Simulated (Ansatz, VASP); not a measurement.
## BaS in VASP and in Ansatz

File POSCAR:

```
BaS
1.0
    0.0000000000      3.0220860497      3.0220860497
    3.0220860497      0.0000000000      3.0220860497
    3.0220860497      3.0220860497      0.0000000000
Ba S
1 1
Direct
    0.0000000000      0.0000000000      0.0000000000
    0.5000000000      0.5000000000      0.5000000000
```

File INCAR.step1:

```
ALGO = Normal ; EDIFF = 1E-5
ENCUT = 520 ; GGA = PE
ISIF = 2 ; ISMEAR = 0
LASPH = True ; LCHARG = False
LREAL = False ; LWAVE = True
NBANDS = 15 ; NELM = 80
PREC = Accurate ; SIGMA = 0.01
```

The input INCAR.step2:

```
ALGO = Normal ; EDIFF = 1E-6
ENCUT = 520 ; GGA = PE
HFSCREEN = 0.2079 ; ISIF = 2
ISMEAR = 0 ; ISTART = 1
LASPH = True ; LCHARG = False
LHFCALC = True ; LREAL = False
LWAVE = False ; NBANDS = 15
NELM = 80 ; PREC = Accurate
PRECFOCK = Normal ; SIGMA = 0.01
```

Contents of KPOINTS:

```
k-points
0
Gamma
  6 6 6
```

Input for Ansatz:

```yaml
crystal:
  lattice:
    - [0.0, 3.0220860497, 3.0220860497]
    - [3.0220860497, 0.0, 3.0220860497]
    - [3.0220860497, 3.0220860497, 0.0]
  atoms:
    - { symbol: Ba, position: [0.0, 0.0, 0.0] }
    - { symbol: S, position: [0.5, 0.5, 0.5] }
kpoints:
  mp_grid: { grid: [6, 6, 6] }
  band_path:
    path:
      - [0.0, 0.0, 0.0]
      - [0.5, 0.0, 0.5]
      - [0.625, 0.25, 0.625]
      - [0.375, 0.375, 0.75]
      - [0.5, 0.5, 0.5]
      - [0.5, 0.25, 0.75]
      - [0.0, 0.5, 0.5]
    npoints: 1
hamiltonian:
  xc: hse06
scf:
  occupations: { method: fixed }
  n_extra_bands: 4
output:
  forces: true
  stress: true
  eigenvalues: true
```

Change from the starting cell: hydrostatic strain -5.9%.

Alike in both runs: task single point; functional HSE06; k mesh 6 × 6 × 6; no spin polarisation.

```csv
,VASP,Ansatz
version,VASP 6.6.1,Ansatz 0.2.0
potentials or method,"VASP PAW PBE potentials, release 64 (Ba_sv, S)","plane waves, PAW"
plane-wave cutoff (eV),520,420
occupations,"gaussian, width 0.01 eV",fixed
valence electrons in the cell,16,16
```

|  | VASP | Ansatz | Ansatz less VASP |
| --- | --- | --- | --- |
| gap on the k mesh at the Fermi level (eV) | 2.64 | 2.75 | +0.110 |
| pressure (GPa) | 12.5 | 11.4 | -1.02 |

Ansatz's warnings: stress exchange threshold loose, stress scf threshold loose.

Spin-orbit coupling is off throughout.
